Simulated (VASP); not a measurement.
# MgB2 (P6/mmm) in VASP: further runs

The runs below take MgB2 through electric field gradients, with PBEsol, HSE06.

Program: VASP 6.6.1. These are calculated values, not measurements. Logs are shortened: lines on timing, memory, paths and dates and some standing lists are left out, and cuts for length are marked.

## 1. The cell of the first run

It takes space group P6/mmm (No. 191, hexagonal). Conventional cell: a = 3.085 Å, b = 3.085 Å, c = 3.523 Å, α = 90.00°, β = 90.00°, γ = 120.00°. Within 3.3 Å of Mg (site symmetry 6/mmm) lie 12 B at 2.51 Å and 6 Mg at 3.08 to 3.09 Å. B (site symmetry -6m2) has 3 B at 1.78 Å within 2.4 Å.

## 2. Electric field gradients, PBEsol

File INCAR:

```
SYSTEM = MgB2
PREC     = Accurate       ! precision mode
ENCUT    = 520            ! plane-wave cutoff, eV
EDIFF    = 1E-8           ! SCF threshold, eV
ISMEAR   = -1             ! smearing method
SIGMA    = 0.05           ! smearing width, eV
LREAL    = .FALSE.        ! projectors in reciprocal space
LASPH    = .TRUE.         ! aspherical terms in the spheres
NELM     = 100            ! most SCF steps
ALGO     = Normal         ! electronic algorithm
ISIF     = 2              ! what is computed and relaxed
LWAVE    = .FALSE.        ! write WAVECAR
LCHARG   = .FALSE.        ! write CHGCAR
GGA      = PS             ! functional
LEFG     = .TRUE.       
NBANDS   = 17             ! bands
```

File KPOINTS:

```
regular mesh
0
G
  5 5 4
  0 0 0
```

File POSCAR:

```
MgB2
1.0
    6.1700000000      0.0000000000      0.0000000000
   -1.5425000000      2.6716883707      0.0000000000
    0.0000000000      0.0000000000      3.5230000000
Mg B
2 4
Direct
    0.0000000000      0.0000000000      0.0000000000
    0.5000000000      0.0000000000      0.0000000000
    0.1666666666      0.6666666667      0.5000000000
    0.6666666666      0.6666666667      0.5000000000
    0.3333333334      0.3333333333      0.5000000000
    0.8333333334      0.3333333333      0.5000000000
```

Potentials or basis: VASP PAW PBE potentials, release 64 (Mg, B).

Command:

```bash
> cat potpaw_PBE.64/Mg/POTCAR potpaw_PBE.64/B/POTCAR > POTCAR
> mpirun -np 1 vasp_std > vasp.out
```

OUTCAR:

```text
SYSTEM = MgB2
   PREC = Accurate
   ENCUT = 520
   EDIFF = 1E-8
   ISMEAR = -1
   LREAL = .FALSE.
   LASPH = .TRUE.
   NELM = 100
   ISIF = 2
   GGA = PS

 ion  position               nearest neighbor table
   1  0.000  0.000  0.000-   3 2.51   6 2.51   3 2.51   6 2.51   3 2.51   3 2.51   6 2.51   6 2.51
                             5 2.51   4 2.51   5 2.51   4 2.51   2 3.08   2 3.08   2 3.09   2 3.09
   2  0.500  0.000  0.000-   4 2.51   5 2.51   4 2.51   5 2.51   4 2.51   4 2.51   5 2.51   5 2.51
                             6 2.51   6 2.51   3 2.51   3 2.51   1 3.08   1 3.08   1 3.09   1 3.09
   3  0.167  0.667  0.500-   6 1.78   5 1.78   5 1.78   1 2.51   1 2.51   1 2.51   1 2.51   2 2.51
                             2 2.51
   4  0.667  0.667  0.500-   5 1.78   6 1.78   6 1.78   2 2.51   2 2.51   2 2.51   2 2.51   1 2.51
                             1 2.51
   5  0.333  0.333  0.500-   4 1.78   3 1.78   3 1.78   2 2.51   2 2.51   2 2.51   2 2.51   1 2.51
                             1 2.51
   6  0.833  0.333  0.500-   3 1.78   4 1.78   4 1.78   1 2.51   1 2.51   1 2.51   1 2.51   2 2.51
                             2 2.51

  Warning from LATTYP: Monoclinic adjustment (A1->A3, A2->A1, A3->A2)!
  LATTYP: Found a simple orthorhombic cell.
 ALAT       =     3.0850000000
 B/A-ratio  =     1.1419773096
 C/A-ratio  =     1.7320508076

  Lattice vectors:

 A1 = (  -1.5425000000,   2.6716883707,   0.0000000000)
 A2 = (   0.0000000000,   0.0000000000,   3.5230000000)
 A3 = (   4.6275000000,   2.6716883707,   0.0000000000)

Analysis of symmetry for initial positions (statically):
=====================================================================
 Subroutine PRICEL returns following result:

  LATTYP: Found a hexagonal cell.
 ALAT       =     3.0850000000
 C/A-ratio  =     1.1419773096

  Lattice vectors:

 A1 = (   3.0850000000,   0.0000000000,   0.0000000000)
 A2 = (  -1.5425000000,   2.6716883707,   0.0000000000)
 A3 = (   0.0000000000,   0.0000000000,   3.5230000000)

   2 primitive cells build up your supercell.

 Routine SETGRP: Setting up the symmetry group for a
 simple orthorhombic supercell.

 Subroutine GETGRP returns: Found  8 space group operations
 (whereof  8 operations were pure point group operations)
 out of a pool of  8 trial point group operations.

The static configuration has the point symmetry D_2h.

Analysis of symmetry for dynamics (positions and initial velocities):
=====================================================================
 Subroutine PRICEL returns following result:

  LATTYP: Found a hexagonal cell.
 ALAT       =     3.0850000000
 C/A-ratio  =     1.1419773096

  Lattice vectors:

 A1 = (   3.0850000000,   0.0000000000,   0.0000000000)
 A2 = (  -1.5425000000,   2.6716883707,   0.0000000000)
 A3 = (   0.0000000000,   0.0000000000,   3.5230000000)

   2 primitive cells build up your supercell.

 Routine SETGRP: Setting up the symmetry group for a
 simple orthorhombic supercell.

 Subroutine GETGRP returns: Found  8 space group operations
 (whereof  8 operations were pure point group operations)
 out of a pool of  8 trial point group operations.

The dynamic configuration has the point symmetry D_2h.

 Subroutine INISYM returns: Found  8 space group operations
 (whereof  8 operations are pure point group operations),
 and found     2 'primitive' translations

----------------------------------------------------------------------------------------

                                     Primitive cell

  volume of cell :      29.0371

  direct lattice vectors                    reciprocal lattice vectors
     3.085000000  0.000000000  0.000000000     0.324149109  0.187147575  0.000000000
    -1.542500000  2.671688371  0.000000000     0.000000000  0.374295150  0.000000000
     0.000000000  0.000000000  3.523000000     0.000000000  0.000000000  0.283848992

  length of vectors
     3.085000000  3.085000000  3.523000000     0.374295150  0.374295150  0.283848992

  position of ions in fractional coordinates (direct lattice)
     0.000000000  0.000000000  0.000000000
     0.333333333  0.666666667  0.500000000
     0.666666667  0.333333333  0.500000000

  ion indices of the primitive-cell ions
   primitive index   ion index
                 1           1
                 2           3
                 3           6

----------------------------------------------------------------------------------------

 KPOINTS: regular mesh

Automatic generation of k-mesh.
 Grid dimensions read from file:
 generate k-points for:    5    5    4

 Generating k-lattice:

  Cartesian coordinates                     Fractional coordinates (reciprocal lattice)
     0.032414911  0.018714758  0.000000000     0.200000000  0.000000000  0.000000000
     0.000000000  0.074859030  0.000000000     0.000000000  0.200000000  0.000000000
     0.000000000  0.000000000  0.070962248     0.000000000  0.000000000  0.250000000

  Length of vectors
     0.037429515  0.074859030  0.070962248

  Shift w.r.t. Gamma in fractional coordinates (k-lattice)
     0.000000000  0.000000000  0.000000000

 Subroutine IBZKPT returns following result:
 ===========================================

 Found     27 irreducible k-points:

 Following reciprocal coordinates:
            Coordinates               Weight
  0.000000  0.000000  0.000000      1.000000
  0.200000  0.000000  0.000000      2.000000
  0.400000  0.000000  0.000000      2.000000
  0.000000  0.200000  0.000000      4.000000
  0.200000  0.200000  0.000000      4.000000
 -0.200000  0.200000  0.000000      2.000000
[... 16 lines left out ...]
  0.200000  0.200000  0.500000      4.000000
 -0.200000  0.200000  0.500000      2.000000
 [... further k-points ...]
   k-points           NKPTS =     27   k-points in BZ     NKDIM =     27   number of bands    NBANDS=     17
   number of dos      NEDOS =    301   number of ions     NIONS =      6
   total plane-waves  NPLWV =  32256
   dimension x,y,z NGX =    48 NGY =   24 NGZ =   28
   dimension x,y,z NGXF=    96 NGYF=   48 NGZF=   56
   ions per type =               2   4
   NGX,Y,Z   is equivalent  to a cutoff of  12.93, 12.93, 13.21 a.u.
   NGXF,Y,Z  is equivalent  to a cutoff of  25.87, 25.87, 26.43 a.u.
 SYSTEM =  MgB2
   PREC   = accura    normal or accurate (medium, high low for compatibility)
   ISTART =      0    job   : 0-new  1-cont  2-samecut
   ICHARG =      2    charge: 1-file 2-atom 10-const
   ISPIN  =      1    spin polarized calculation?
   LNONCOLLINEAR =      F non collinear calculations
   LSORBIT =      F    spin-orbit coupling
   LASPH  =      T    aspherical Exc in radial PAW
   ENCUT  =  520.0 eV  38.22 Ry    6.18 a.u.  11.47  5.74  6.55*2*pi/ulx,y,z
   NELM   =    100;   NELMIN=  2; NELMDL= -5     # of ELM steps
   EDIFF  = 0.1E-07   stopping-criterion for ELM
   LREAL  =      F    real-space projection
   EDIFFG = 0.1E-06   stopping-criterion for IOM
   NSW    =      0    number of steps for IOM
   IBRION =     -1    ionic relax: 0-MD 1-quasi-New 2-CG
   NFREE  =      0    steps in history (QN), initial steepest desc. (CG)
   ISIF   =      2    stress and relaxation
   ISYM   =      2    0-nonsym 1-usesym 2-fastsym
   POTIM  = 0.5000    time-step for ionic-motion
   TEBEG  =    0.0;   TEEND  =   0.0 temperature during run
   PSTRESS=    0.0 pullay stress
   NELECT =      16.0000    total number of electrons
   NUPDOWN=      -1.0000    fix difference up-down
   EMIN   =  10.00;   EMAX   =-10.00  energy-range for DOS
   EFERMI =   0.00;   METHOD = LEGACY
   ISMEAR =    -1;   SIGMA  =   0.05  broadening in eV -4-tet -1-fermi 0-gaus
   EFERMI_NEDOS =   21; number of points for ismear=-14 and -15
   IALGO  =     38    algorithm
   IMIX   =      4    mixing-type and parameters
     AMIX     =   0.40;   BMIX     =  1.00
     AMIX_MAG =   1.60;   BMIX_MAG =  1.00
  volume/ion in A,a.u.               =       9.68        65.32
  Fermi-wavevector in a.u.,A,eV,Ry     =   1.065255  2.013040 15.439462  1.134768
  Thomas-Fermi vector in A             =   2.200801
   LORBIT       =      0    0 simple, 1 ext, 2 COOP (PROOUT), +10 PAW based schemes
   GGA     = PS    functional components
   LHFCALC =     F    Hartree Fock is set to
   AEXX    =    0.0000 exact exchange contribution
   IVDW    =     0    specifies the selected vdW correction
   LEPSILON=     F    determine dielectric tensor
   LRPA    =     F    only Hartree local field effects (RPA)
 non-spin polarized calculation
  energy-cutoff  :      520.00
  volume of cell :       58.07
 maximum number of plane-waves:      1598
 NGX is ok and might be reduce to    48
   NGX = 23   NGY = 11   NGZ = 13

 number of electron      16.0000000 magnetization

 Free energy of the ion-electron system (eV)
  ---------------------------------------------------
  ext. energy  EPLUGINS =         0.00000000
  ---------------------------------------------------
  free energy    TOTEN  =       -32.41848685 eV

  energy without entropy =      -32.40452114  energy(sigma->0) =      -32.41150399

 E-fermi :   5.3488     XC(G=0): -10.9900

 val. band max:        5.2669296199   @ k =   0.0000   0.2000   0.0000
 cond. band min:       5.3676699019   @ k =   0.0000   0.4000   0.0000
 fundamental gap:      0.1007402821
 Fermi energy:         5.3488187897

 k-point     1 :       0.0000    0.0000    0.0000
  band No.  band energies     occupation
      1      -7.1838      2.00000
      2      -3.2977      2.00000
      3      -2.5914      2.00000
      4       2.2759      2.00000
      5       3.0583      2.00000
      6       5.4252      0.35689
[... 9 lines left out ...]
     16      13.3287      0.00000
     17      15.1664      0.00000
[... 443 lines left out ...]
      1      -5.4218      2.00000
      2      -1.8768      2.00000
      3      -1.6507      2.00000
      4      -1.2597      2.00000
      5       1.4033      2.00000
      6       2.1784      2.00000
[... 9 lines left out ...]
     16      15.7644      0.00000
     17      16.4958      0.00000

 [... further k-points ...]
[... 5 lines left out ...]
  --------------------------------------------------------------------------------------
  -------------------------------------------------------------------------------------
  Total       -0.7753090     -1.1418859     -1.5294803      0.3174650     -0.0000000      0.0000000
  in kB      -21.3895570    -31.5028396    -42.1959601      8.7583597     -0.0000000      0.0000000
  external PRESSURE =     -31.6961189 kB  Pullay stress =       0.0000000 kB

 VOLUME and BASIS-vectors are now :
 -----------------------------------------------------------------------------
  energy-cutoff  :      520.00
  volume of cell :       58.07
      direct lattice vectors                 reciprocal lattice vectors
     6.170000000  0.000000000  0.000000000     0.162074554  0.093573788  0.000000000
    -1.542500000  2.671688371  0.000000000     0.000000000  0.374295150  0.000000000
     0.000000000  0.000000000  3.523000000     0.000000000  0.000000000  0.283848992

 POSITION                                       TOTAL-FORCE (eV/Angst)
 -----------------------------------------------------------------------------------
      0.00000      0.00000      0.00000        -0.000000      0.000000      0.000000
      3.08500      0.00000      0.00000         0.000000      0.000000      0.000000
     -0.00000      1.78113      1.76150        -0.228594     -0.131979     -0.000000
      3.08500      1.78113      1.76150        -0.228594     -0.131979      0.000000
      1.54250      0.89056      1.76150         0.228594      0.131979      0.000000
      4.62750      0.89056      1.76150         0.228594      0.131979      0.000000
 -----------------------------------------------------------------------------------
    total drift:                                0.000000     -0.000000      0.000000

  FREE ENERGIE OF THE ION-ELECTRON SYSTEM (eV)
  ---------------------------------------------------
  free  energy   TOTEN  =       -32.4184868533 eV

  energy  without entropy=      -32.4045211351  energy(sigma->0) =      -32.41150399

 Electric field gradients (V/A^2)
---------------------------------------------------------------------
 ion       V_xx      V_yy      V_zz      V_xy      V_xz      V_yz
---------------------------------------------------------------------
   1       0.478    -0.026    -0.452     0.437     0.000     0.000
   2       0.478    -0.026    -0.452     0.437    -0.000    -0.000
   3     -10.608    -9.326    19.934    -1.110     0.000     0.000
   4     -10.608    -9.326    19.934    -1.110     0.000    -0.000
   5     -10.608    -9.326    19.934    -1.110     0.000    -0.000
   6     -10.608    -9.326    19.934    -1.110     0.000    -0.000
---------------------------------------------------------------------

 Electric field gradients after diagonalization (V/A^2)
 (convention: |V_zz| > |V_xx| > |V_yy|)
----------------------------------------------------------------------
 ion       V_xx      V_yy      V_zz     asymmetry (V_yy - V_xx)/ V_zz
----------------------------------------------------------------------
   1      -0.452    -0.279     0.731       0.238
   2      -0.452    -0.279     0.731       0.238
   3     -11.249    -8.685    19.934       0.129
   4     -11.249    -8.685    19.934       0.129
   5     -11.249    -8.685    19.934       0.129
   6     -11.249    -8.685    19.934       0.129
----------------------------------------------------------------------

           NMR quadrupolar parameters

 Cq : quadrupolar parameter    Cq=e*Q*V_zz/h
 eta: asymmetry parameters     (V_yy - V_xx)/ V_zz
 Q  : nuclear electric quadrupole moment in mb (millibarn)
----------------------------------------------------------------------
 ion       Cq(MHz)       eta       Q (mb)
----------------------------------------------------------------------
   1       0.002       0.238       1.000
   2       0.002       0.238       1.000
   3       0.048       0.129       1.000
   4       0.048       0.129       1.000
   5       0.048       0.129       1.000
   6       0.048       0.129       1.000
----------------------------------------------------------------------
```

Wall time 16 s (1 thread of Intel Xeon Platinum 8488C (Sapphire Rapids), shared host); peak memory 0.18 GiB.

Results:

```
Free energy            : -32.4185 eV
Pressure               : -3.2 GPa
Largest force          : 0.264 eV/Å
Band gap on the k mesh : zero (band 8 reaches 6.35 eV, above the bottom of band 9 at 3.85 eV)
```

Forces in eV/Å, atoms in the order of the input:
```
Mg   0.000  0.000  0.000
Mg   0.000  0.000  0.000
B   -0.229 -0.132  0.000
B   -0.229 -0.132  0.000
B    0.229  0.132  0.000
B    0.229  0.132  0.000
```

Levels at points of the mesh, in eV from the Fermi level:
```
           k point  band 5  band 6  band 7  band 8  band 9  band 10  band 11  band 12
(0.00, 0.00, 0.00)   -2.29    0.08    0.25    0.27    1.47     2.95     3.69     5.14
(0.00, 0.00, 0.50)   -3.73   -2.00   -1.46    0.63    0.66     5.55     6.48     6.50
```

Electric field gradients, principal values (V/Å²):
```csv
atom,least,middle,greatest (by size)
1 Mg,-0.279,-0.452,0.731
2 Mg,-0.279,-0.452,0.731
3 B,-8.685,-11.249,19.934
4 B,-8.685,-11.249,19.934
5 B,-8.685,-11.249,19.934
6 B,-8.685,-11.249,19.934
```

Caveat: the k points lie up to 0.47 Å⁻¹ apart; without QUAD_EFG the Cq values of the log hold for a quadrupole moment of 1 mb, not for the nuclei; the PAW data sets were made with another functional, which shifts forces and pressure a little.

[end of part 1 of 3]
